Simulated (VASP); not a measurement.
A run of VASP 6.6.1 is set up as follows.

The input INCAR:

```
SYSTEM = Si
PREC     = Accurate       ! precision mode
ENCUT    = 520            ! plane-wave cutoff, eV
EDIFF    = 1E-6           ! SCF threshold, eV
ISMEAR   = -1             ! smearing method
SIGMA    = 0.02           ! smearing width, eV
LREAL    = .FALSE.        ! projectors in reciprocal space
LASPH    = .TRUE.         ! aspherical terms in the spheres
NELM     = 60             ! most SCF steps
ALGO     = Normal         ! electronic algorithm
ISIF     = 2              ! what is computed and relaxed
LWAVE    = .FALSE.        ! write WAVECAR
LCHARG   = .FALSE.        ! write CHGCAR
GGA      = PS             ! functional
NBANDS   = 26             ! bands
```

Contents of KPOINTS:

```
regular mesh
0
G
  12 12 2
  0 0 0
```

The input POSCAR:

```
Si
1.0
    3.8326989892      0.0000000000      0.0000000000
   -1.9163494946      3.3192146897      0.0000000000
    0.0000000000      0.0000000000     12.5923238053
Si
8
Direct
    0.0000000000      0.0000000000      0.0005139793
    0.3333333333      0.6666666667      0.2496639503
    0.0000000000      0.0000000000      0.5005139793
    0.6666666667      0.3333333333      0.7496639503
    0.0000000000      0.0000000000      0.1869860207
    0.3333333333      0.6666666667      0.4378360497
    0.0000000000      0.0000000000      0.6869860207
    0.6666666667      0.3333333333      0.9378360497
```

Potentials or basis: VASP PAW PBE potentials, release 64 (Si).

Command:

```console
$ cat potpaw_PBE.64/Si/POTCAR > POTCAR
$ mpirun -np 1 vasp_std > vasp.out
```

(1) What does it give for the band gap on the k mesh?

(2) Predict the pressure.

## Answers

(1) 0.45 eV (least direct gap 1.22 eV).

(2) 0.1 GPa.

Caveat: semilocal functionals underestimate gaps, and a narrow one can read as zero; the PAW data sets were made with another functional, which shifts forces and pressure a little.
